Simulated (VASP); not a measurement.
Runs of VASP 6.6.1 on CoO. The structure is that of space group Fm-3m (No. 225), or close to it. The cells are those of the table. 

```tsv
cell	gap on the mesh (eV)	pressure (GPa)
a = 2.900 Å, angles 60.0°, 2 atoms	none	0.1
a = 2.861 Å, angles 60.0°, 2 atoms	none	(b)
a = 2.881 Å, angles 60.0°, 2 atoms	none	4.9
a = 2.920 Å, angles 60.0°, 2 atoms	none	(a)
a = 2.939 Å, angles 60.0°, 2 atoms	none	-7.9
```

Alike in all rows: task single point; level PBE; potentials or basis VASP PAW PBE potentials, release 64 (Co, O); no spin polarisation; k mesh 14 × 14 × 14; cutoff (eV) 520; smearing gaussian 0.05 eV.

Estimate the missing entries.

(a) -4.2; (b) 10.3.

Caveats: an odd number of electrons without spin polarisation forces a metal; a magnetic or distorted state may lie lower; the run has no spin polarisation, though such a crystal can be magnetic; semilocal functionals often make such compounds metallic where correlation or magnetic order opens a gap, which also shifts bond lengths.

A gap of «none» marks levels without a gap at the run's occupations.
